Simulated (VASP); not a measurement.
# FePt5 (P4/mmm) in VASP: single point with PBE

Aim: the single point of FePt5 with PBE.

All numbers are computed with VASP 6.6.1; they aren't measurements. Logs are shortened: lines on timing, memory, paths and dates and some standing lists are left out, and cuts for length are marked.

## Step 1: The cell of the first run

The structure is tetragonal, space group P4/mmm (No. 123). Conventional cell: a = 2.766 Å, b = 2.766 Å, c = 11.849 Å, α = 90.00°, β = 90.00°, γ = 90.00°. Fe (site symmetry 4/mmm) has 8 Pt at 2.66 Å and 4 Fe at 2.77 Å within 3.5 Å. Within 3.6 Å of Pt (site symmetry 4mm) lie 12 Pt at 2.77 to 2.86 Å. Pt (site symmetry 4/mmm) has 12 Pt at 2.77 to 2.82 Å within 3.6 Å. Pt (site symmetry 4mm) has 4 Fe at 2.66 Å and 8 Pt at 2.77 to 2.86 Å within 3.5 Å.

## Step 2: Single point, PBE, collinear spin

The input, INCAR:

```
SYSTEM = FePt5
PREC = Accurate
ENCUT = 520
EDIFF = 1E-6
ISMEAR = 0
SIGMA = 0.1
LREAL = .False.
LASPH = .True.
NELM = 150
ALGO = Normal
ISIF = 2
LWAVE = .False.
LCHARG = .False.
ISPIN = 2
MAGMOM = 3.34 0 0 0 0.32 0.32
LORBIT = 11
LMAXMIX = 4
GGA = PE
NBANDS = 42
```

The input, KPOINTS:

```
regular mesh
0
Gamma
  6 6 2
  0 0 0
```

The input, POSCAR:

```
FePt5
1.0
    2.7659251000      0.0000000000      0.0000000000
    0.0000000000      2.7659251000      0.0000000000
    0.0000000000      0.0000000000     11.8492545000
Fe Pt
1 5
Direct
    0.0000000000      0.0000000000      0.0000000000
    0.0000000000      0.0000000000      0.3286970000
    0.0000000000      0.0000000000      0.6713030000
    0.5000000000      0.5000000000      0.5000000000
    0.5000000000      0.5000000000      0.1525990000
    0.5000000000      0.5000000000      0.8474010000
```

Potentials or basis: VASP PAW PBE potentials, release 64 (Fe, Pt).

The run is started by

```bash
$ cat potpaw_PBE.64/Fe/POTCAR potpaw_PBE.64/Pt/POTCAR > POTCAR
$ mpirun -np 1 vasp_std > vasp.out
```

OUTCAR:

```text
SYSTEM = FePt5
   PREC = Accurate
   ENCUT = 520
   EDIFF = 1E-6
   ISMEAR = 0
   LREAL = .False.
   LASPH = .True.
   NELM = 150
   ISIF = 2
   ISPIN = 2
   LORBIT = 11
   GGA = PE

 ion  position               nearest neighbor table
   1  0.000  0.000  0.000-   5 2.66   6 2.66   5 2.66   6 2.66   5 2.66   6 2.66   5 2.66   6 2.66

   2  0.000  0.000  0.329-   4 2.82   4 2.82   4 2.82   4 2.82   5 2.86   5 2.86   5 2.86   5 2.86

   3  0.000  0.000  0.671-   4 2.82   4 2.82   4 2.82   4 2.82   6 2.86   6 2.86   6 2.86   6 2.86

   4  0.500  0.500  0.500-   2 2.82   3 2.82   2 2.82   3 2.82   2 2.82   3 2.82   2 2.82   3 2.82

   5  0.500  0.500  0.153-   1 2.66   1 2.66   1 2.66   1 2.66   2 2.86   2 2.86   2 2.86   2 2.86

   6  0.500  0.500  0.847-   1 2.66   1 2.66   1 2.66   1 2.66   3 2.86   3 2.86   3 2.86   3 2.86

  LATTYP: Found a simple tetragonal cell.
 ALAT       =     2.7659251000
 C/A-ratio  =     4.2840113422

  Lattice vectors:

 A1 = (   2.7659251000,   0.0000000000,   0.0000000000)
 A2 = (   0.0000000000,   2.7659251000,   0.0000000000)
 A3 = (   0.0000000000,   0.0000000000,  11.8492545000)

Analysis of symmetry for initial positions (statically):
=====================================================================
 Subroutine PRICEL returns:
 Original cell was already a primitive cell.

 Routine SETGRP: Setting up the symmetry group for a
 simple tetragonal supercell.

 Subroutine GETGRP returns: Found 16 space group operations
 (whereof 16 operations were pure point group operations)
 out of a pool of 16 trial point group operations.

The static configuration has the point symmetry D_4h.

Analysis of symmetry for dynamics (positions and initial velocities):
=====================================================================
 Subroutine PRICEL returns:
 Original cell was already a primitive cell.

 Routine SETGRP: Setting up the symmetry group for a
 simple tetragonal supercell.

 Subroutine GETGRP returns: Found 16 space group operations
 (whereof 16 operations were pure point group operations)
 out of a pool of 16 trial point group operations.

The dynamic configuration has the point symmetry D_4h.

Analysis of structural, dynamic, and magnetic symmetry:
=====================================================================
 Subroutine PRICEL returns:
 Original cell was already a primitive cell.

 Routine SETGRP: Setting up the symmetry group for a
 simple tetragonal supercell.

 Subroutine GETGRP returns: Found 16 space group operations
 (whereof 16 operations were pure point group operations)
 out of a pool of 16 trial point group operations.

The overall configuration has the point symmetry D_4h.

 Subroutine INISYM returns: Found 16 space group operations
 (whereof 16 operations are pure point group operations),
 and found     1 'primitive' translations

----------------------------------------------------------------------------------------

                                     Primitive cell

  volume of cell :      90.6508

  direct lattice vectors                    reciprocal lattice vectors
     2.765925100  0.000000000  0.000000000     0.361542690  0.000000000  0.000000000
     0.000000000  2.765925100  0.000000000     0.000000000  0.361542690  0.000000000
     0.000000000  0.000000000 11.849254500     0.000000000  0.000000000  0.084393495

  length of vectors
     2.765925100  2.765925100 11.849254500     0.361542690  0.361542690  0.084393495

  position of ions in fractional coordinates (direct lattice)
     0.000000000  0.000000000  0.000000000
     0.000000000  0.000000000  0.328697000
     0.000000000  0.000000000  0.671303000
     0.500000000  0.500000000  0.500000000
     0.500000000  0.500000000  0.152599000
     0.500000000  0.500000000  0.847401000

  ion indices of the primitive-cell ions
   primitive index   ion index
                 1           1
                 2           2
                 3           3
                 4           4
[... 32 lines left out ...]
  0.166667  0.000000  0.000000      4.000000
  0.333333  0.000000  0.000000      4.000000
  0.500000  0.000000  0.000000      2.000000
  0.166667  0.166667  0.000000      4.000000
  0.333333  0.166667  0.000000      8.000000
[... 12 lines left out ...]
  0.500000  0.333333  0.500000      4.000000
  0.500000  0.500000  0.500000      1.000000
   k-points           NKPTS =     20   k-points in BZ     NKDIM =     20   number of bands    NBANDS=     42
   number of dos      NEDOS =    301   number of ions     NIONS =      6
   total plane-waves  NPLWV =  51840
   dimension x,y,z NGX =    24 NGY =   24 NGZ =   90
   dimension x,y,z NGXF=    48 NGYF=   48 NGZF=  180
   ions per type =               1   5
   NGX,Y,Z   is equivalent  to a cutoff of  14.43, 14.43, 12.63 a.u.
   NGXF,Y,Z  is equivalent  to a cutoff of  28.85, 28.85, 25.25 a.u.
 SYSTEM =  FePt5
   PREC   = accura    normal or accurate (medium, high low for compatibility)
   ISTART =      0    job   : 0-new  1-cont  2-samecut
   ICHARG =      2    charge: 1-file 2-atom 10-const
   ISPIN  =      2    spin polarized calculation?
   LNONCOLLINEAR =      F non collinear calculations
   LSORBIT =      F    spin-orbit coupling
   LASPH  =      T    aspherical Exc in radial PAW
   ENCUT  =  520.0 eV  38.22 Ry    6.18 a.u.   5.14  5.14 22.03*2*pi/ulx,y,z
   NELM   =    150;   NELMIN=  2; NELMDL= -5     # of ELM steps
   EDIFF  = 0.1E-05   stopping-criterion for ELM
   LREAL  =      F    real-space projection
   EDIFFG = 0.1E-04   stopping-criterion for IOM
   NSW    =      0    number of steps for IOM
   IBRION =     -1    ionic relax: 0-MD 1-quasi-New 2-CG
   NFREE  =      0    steps in history (QN), initial steepest desc. (CG)
   ISIF   =      2    stress and relaxation
   ISYM   =      2    0-nonsym 1-usesym 2-fastsym
   POTIM  = 0.5000    time-step for ionic-motion
   TEBEG  =    0.0;   TEEND  =   0.0 temperature during run
   PSTRESS=    0.0 pullay stress
   NELECT =      58.0000    total number of electrons
   NUPDOWN=      -1.0000    fix difference up-down
   EMIN   =  10.00;   EMAX   =-10.00  energy-range for DOS
   EFERMI =   0.00;   METHOD = LEGACY
   ISMEAR =     0;   SIGMA  =   0.10  broadening in eV -4-tet -1-fermi 0-gaus
   EFERMI_NEDOS =   21; number of points for ismear=-14 and -15
   IALGO  =     38    algorithm
   IMIX   =      4    mixing-type and parameters
     AMIX     =   0.40;   BMIX     =  1.00
     AMIX_MAG =   1.60;   BMIX_MAG =  1.00
  volume/ion in A,a.u.               =      15.11       101.96
  Fermi-wavevector in a.u.,A,eV,Ry     =   1.410675  2.665789 27.075636  1.990003
  Thomas-Fermi vector in A             =   2.532604
   LORBIT       =     11    0 simple, 1 ext, 2 COOP (PROOUT), +10 PAW based schemes
   GGA     = PE    functional components
   LHFCALC =     F    Hartree Fock is set to
   AEXX    =    0.0000 exact exchange contribution
   IVDW    =     0    specifies the selected vdW correction
   LEPSILON=     F    determine dielectric tensor
   LRPA    =     F    only Hartree local field effects (RPA)
 spin polarized calculation
 Gauss-broadening in eV      SIGMA  =   0.10
  energy-cutoff  :      520.00
  volume of cell :       90.65
 maximum number of plane-waves:      2464
 NGX is ok and might be reduce to    24
   NGX = 11   NGY = 11   NGZ = 45

 number of electron      58.0000002 magnetization       3.0373932

 Free energy of the ion-electron system (eV)
  ---------------------------------------------------
  ext. energy  EPLUGINS =         0.00000000
  ---------------------------------------------------
  free energy    TOTEN  =       -39.51661801 eV

  energy without entropy =      -39.46591865  energy(sigma->0) =      -39.49126833

 E-fermi :   9.8545     XC(G=0): -13.1751

 val. band max:        9.8534616473   @ k =   0.3333   0.1667   0.5000
 cond. band min:       9.8575475049   @ k =   0.5000   0.3333   0.0000
 fundamental gap:      0.0040858576
 Fermi energy:         9.8545109789

 spin component 1

 k-point     1 :       0.0000    0.0000    0.0000
  band No.  band energies     occupation
      1       0.2163      1.00000
      2       1.4158      1.00000
      3       1.6704      1.00000
      4       3.2446      1.00000
      5       3.2683      1.00000
      6       3.7468      1.00000
[... 869 lines left out ...]
     40      18.0390      0.00000
     41      18.0390      0.00000
 Fermi energy:         9.8545109789

 spin component 2

 k-point     1 :       0.0000    0.0000    0.0000
  band No.  band energies     occupation
      1       0.2400      1.00000
      2       1.4271      1.00000
      3       1.7465      1.00000
      4       3.2459      1.00000
      5       3.3041      1.00000
      6       3.7754      1.00000
[... 869 lines left out ...]
     40      18.1282      0.00000
     41      18.1282      0.00000
 [bands above 41 left out]

------------------------ aborting loop because EDIFF is reached ----------------------------------------

  FORCE on cell =-STRESS in cart. coord.  units (eV):
  Direction    XX          YY          ZZ          XY          YZ          ZX
  --------------------------------------------------------------------------------------
  -------------------------------------------------------------------------------------
  Total       -0.6553722     -0.6553722     -1.0207304      0.0000000     -0.0000000      0.0000000
  in kB      -11.5831519    -11.5831519    -18.0405506      0.0000000     -0.0000000      0.0000000
  external PRESSURE =     -13.7356181 kB  Pullay stress =       0.0000000 kB

 VOLUME and BASIS-vectors are now :
 -----------------------------------------------------------------------------
  energy-cutoff  :      520.00
  volume of cell :       90.65
      direct lattice vectors                 reciprocal lattice vectors
     2.765925100  0.000000000  0.000000000     0.361542690  0.000000000  0.000000000
     0.000000000  2.765925100  0.000000000     0.000000000  0.361542690  0.000000000
     0.000000000  0.000000000 11.849254500     0.000000000  0.000000000  0.084393495

 POSITION                                       TOTAL-FORCE (eV/Angst)
 -----------------------------------------------------------------------------------
      0.00000      0.00000      0.00000         0.000000     -0.000000      0.000000
      0.00000      0.00000      3.89481         0.000000     -0.000000     -0.007365
      0.00000      0.00000      7.95444         0.000000     -0.000000      0.007365
      1.38296      1.38296      5.92463         0.000000     -0.000000      0.000000
      1.38296      1.38296      1.80818        -0.000000      0.000000     -0.069312
      1.38296      1.38296     10.04107         0.000000      0.000000      0.069312
 -----------------------------------------------------------------------------------
    total drift:                                0.000000     -0.000000      0.000000

  FREE ENERGIE OF THE ION-ELECTRON SYSTEM (eV)
  ---------------------------------------------------
  free  energy   TOTEN  =       -39.5166180143 eV

  energy  without entropy=      -39.4659186515  energy(sigma->0) =      -39.49126833

 total charge

# of ion       s       p       d       tot
------------------------------------------
    1        0.410   0.461   6.097   6.967
    2        0.619   0.561   8.025   9.206
    3        0.619   0.561   8.025   9.206
    4        0.622   0.580   8.013   9.215
    5        0.666   0.592   8.029   9.287
    6        0.666   0.592   8.029   9.287
--------------------------------------------------
tot          3.602   3.346  46.219  53.167

 magnetization (x)

# of ion       s       p       d       tot
------------------------------------------
    1        0.013  -0.000   2.940   2.952
    2       -0.005  -0.001  -0.083  -0.090
    3       -0.005  -0.001  -0.083  -0.090
    4       -0.002   0.001  -0.165  -0.166
    5       -0.021  -0.021   0.240   0.198
    6       -0.021  -0.021   0.240   0.198
--------------------------------------------------
tot         -0.042  -0.043   3.088   3.004
```

Wall time 3.2 min (1 thread of Intel Xeon Platinum 8488C (Sapphire Rapids), shared host); peak memory 0.32 GiB.

What came out:

```
Free energy                                           : -39.5166 eV
Pressure                                              : -1.4 GPa
Largest force                                         : 0.069 eV/Å
Net moment                                            : 3.04 μB per cell
Site moments                                          : Fe +2.95; Pt -0.09, -0.17, +0.20 μB
Valence electrons inside the program's atomic spheres : Fe 6.97; Pt 9.21, 9.29
```

Forces in eV/Å, atoms in the order of the input:
```
Fe   0.000  0.000  0.000
Pt   0.000  0.000 -0.007
Pt   0.000  0.000  0.007
Pt   0.000  0.000  0.000
Pt   0.000  0.000 -0.069
Pt   0.000  0.000  0.069
```

Levels at points of the mesh, in eV from the Fermi level:
Spin up:
```csv
k point,band 28,band 29,band 30,band 31,band 32,band 33,band 34,band 35
"(0.00, 0.00, 0.00)",-0.95,-0.93,-0.93,-0.56,-0.31,0.06,0.30,0.30
"(0.50, 0.00, 0.00)",-0.55,-0.26,-0.23,-0.15,1.16,1.33,1.34,1.96
"(0.50, 0.50, 0.00)",0.80,0.82,0.82,1.96,1.96,5.58,5.58,5.77
"(0.00, 0.00, 0.50)",-0.70,-0.39,-0.39,-0.25,0.04,0.07,0.12,0.12
"(0.50, 0.00, 0.50)",-0.31,-0.30,-0.13,-0.13,-0.02,1.15,1.81,1.95
"(0.50, 0.50, 0.50)",0.80,0.82,0.82,3.43,3.43,3.45,3.45,7.34
```
Spin down:
```
           k point  band 24  band 25  band 26  band 27  band 28  band 29  band 30  band 31  band 32  band 33
(0.00, 0.00, 0.00)    -0.91    -0.91    -0.87    -0.74    -0.29    -0.19    -0.19    -0.04     0.57     1.19
(0.50, 0.00, 0.00)    -1.13    -0.64    -0.54    -0.32    -0.31     1.11     1.16     1.34     1.35     1.38
(0.50, 0.50, 0.00)     0.75     0.78     0.78     0.97     0.97     1.33     1.64     2.02     2.02     5.87
(0.00, 0.00, 0.50)    -0.94    -0.92    -0.63    -0.37    -0.14    -0.02     0.04     0.04     0.70     0.81
(0.50, 0.00, 0.50)    -0.54    -0.50    -0.41    -0.27    -0.26     0.46     0.65     1.12     1.18     1.93
(0.50, 0.50, 0.50)     0.69     0.75     0.75     0.78     0.78     1.30     1.64     3.52     3.52     3.80
```

Caveat: the k points lie up to 0.38 Å⁻¹ apart; spin-orbit coupling is left out, which moves the levels of the heavy elements.
